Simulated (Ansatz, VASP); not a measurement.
## MgSi: VASP beside Ansatz

File INCAR:

```
SYSTEM = MgSi
PREC = Accurate
ENCUT = 520
EDIFF = 1E-6
ISMEAR = 0
SIGMA = 0.1
LREAL = .False.
LASPH = .True.
NELM = 60
ALGO = Normal
ISIF = 2
LWAVE = .False.
LCHARG = .False.
NBANDS = 10
```

Contents of KPOINTS:

```
regular mesh
0
Gamma
  6 6 4
  0 0 0
```

The input POSCAR:

```
MgSi
1.0
    2.9083940000      0.0000000000      0.0000000000
    0.0000000000      2.9083940000      0.0000000000
    0.0000000000      0.0000000000      4.1034270000
Mg Si
1 1
Direct
    0.0000000000      0.0000000000      0.0000000000
    0.5000000000      0.5000000000      0.5000000000
```

Input for Ansatz:

```yaml
crystal:
  lattice:
    - [2.908394, 0.0, 0.0]
    - [0.0, 2.908394, 0.0]
    - [0.0, 0.0, 4.103427]
  atoms:
    - { symbol: Mg, position: [0.0, 0.0, 0.0] }
    - { symbol: Si, position: [0.5, 0.5, 0.5] }
basis:
  ecutwfc: 420
kpoints:
  mp_grid: { grid: [6, 6, 4] }
hamiltonian:
  xc: lda
scf:
  occupations: { method: gaussian, width: 0.1 }
output:
  forces: true
  stress: true
  eigenvalues: true
```

Alike in both runs: task single point; functional LDA; k mesh 6 × 6 × 4; occupations gaussian, width 0.1 eV; no spin polarisation.

|  | VASP | Ansatz |
| --- | --- | --- |
| version | VASP 6.6.1 | Ansatz 0.2.0 |
| potentials or method | VASP PAW LDA potentials, release 64 (Mg, Si), cutoff 520 eV | scalar-relativistic, plane waves, PAW |
| valence electrons in the cell | 6 | 14 |

VASP gave:

```
gap on the k mesh at the Fermi level (eV)                     : none
pressure (GPa)                                                : -2.7
traceless stress, the component that is largest in VASP (GPa) : 1.67
```

Task: Estimate Ansatz's values.

Result: gap on the k mesh at the Fermi level (eV): none; pressure (GPa): -2.4; traceless stress, the component that is largest in VASP (GPa): 1.73.

LDA's correlation is that of Perdew and Zunger in VASP and of Perdew and Wang (1992) in Ansatz. A gap of «none» marks a metal or a gap that the smearing closes. VASP's potentials hold 6 valence electrons a cell and Ansatz's 14, so a difference there can come from the potentials and not from the codes.

The k mesh is coarse, so the values compare programs but aren't converged.
